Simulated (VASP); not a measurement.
Pt, 1 atom in the cell. It takes space group Im-3m (No. 229, cubic). Conventional cell: a = 3.121 Å, b = 3.121 Å, c = 3.121 Å, α = 90.00°, β = 90.00°, γ = 90.00°. Within 3.6 Å of Pt (site symmetry m-3m) lie 14 Pt at 2.70 to 3.12 Å. 

- Program: VASP 6.6.1
- Task: single point
- Functional: r2SCAN
- Potentials or basis: VASP PAW PBE potentials, release 64 (Pt)
- Cutoff: 550 eV
- k mesh: 15 × 15 × 15
- Occupations: fermi-dirac, width 0.1 eV
- Spin: no spin polarisation
- Dipole correction: no
- Further INCAR settings: ALGO = Normal; EDIFF = 1e-06; NBANDS = 11

Potentials or basis: VASP PAW PBE potentials, release 64 (Pt).

Launch:

```bash
$ cat potpaw_PBE.64/Pt/POTCAR > POTCAR
$ cp INCAR.step1 INCAR
$ mpirun -np 1 vasp_std > vasp.out
$ cp INCAR.step2 INCAR
$ mpirun -np 1 vasp_std > vasp.out
```

Hardware: 1 thread of Intel(R) Xeon(R) Platinum 8488C (Sapphire Rapids) (shared host).

Question: How long does it take, and how much memory?

Answer: Wall time 65 s on 1 thread of Intel(R) Xeon(R) Platinum 8488C (Sapphire Rapids), with other jobs on the host, peak memory 0.16 GiB. Counts: k points 120.
